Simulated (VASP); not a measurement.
# BaTiO3: single point with PBE+U

The system is BaTiO3.

```xyz
5
Lattice="3.9998 0.0000 0.0000 0.0000 3.9998 0.0000 0.0000 0.0000 4.0180" Properties=species:S:1:pos:R:3 pbc="T T T"
Ba    0.0000    0.0000    0.0000
Ti    1.9999    1.9999    1.9688
O     0.0000    1.9999    2.0773
O     1.9999    0.0000    2.0773
O     1.9999    1.9999    0.0763
```

```yaml
Program: VASP 6.6.1
Task: single point
Functional: PBE
Potentials_or_basis: VASP PAW PBE potentials, release 64 (Ba_sv, Ti_sv, O)
Cutoff: 520 eV
k_mesh: 7 × 7 × 7
Occupations: fermi-dirac, width 0.05 eV
Spin: no spin polarisation
Hubbard_terms: Ti d U = 5.0 eV
```

```yaml
Pressure: 8.3 GPa
Largest_force: 0.621 eV/Å
Band_gap_on_the_k_mesh: 2.48 eV, indirect (least direct gap 2.70 eV)
```

Forces in eV/Å, atoms in the order of the input:
```
Ba   0.000  0.000  0.066
Ti   0.000  0.000  0.621
O    0.000  0.000 -0.136
O    0.000  0.000 -0.136
O    0.000  0.000 -0.414
```

Stress tensor (GPa, compression positive):
```
7.84 0.00 0.00
0.00 7.84 0.00
0.00 0.00 9.19
```

Levels at points of the mesh, in eV from the valence-band top:
```csv
k point,band 17,band 18,band 19,band 20,band 21,band 22,band 23,band 24
"(0.00, 0.00, 0.00)",-1.06,-0.25,-0.22,-0.22,2.48,2.63,2.63,4.13
```

Eigenvalues of the final occupation matrices:
```tsv
site	spin	trace	eigenvalues
site 2 d	1	0.78	0.10 0.10 0.10 0.23 0.24
site 2 d	2	0.78	0.10 0.10 0.10 0.23 0.24
```

Run time: 68 s on 1 thread of Intel(R) Xeon(R) Platinum 8488C (Sapphire Rapids), with other jobs on the host, peak memory 0.21 GiB.

Caveat: spin-orbit coupling is left out, which moves the levels of the heavy elements. A k mesh can miss the band edges.
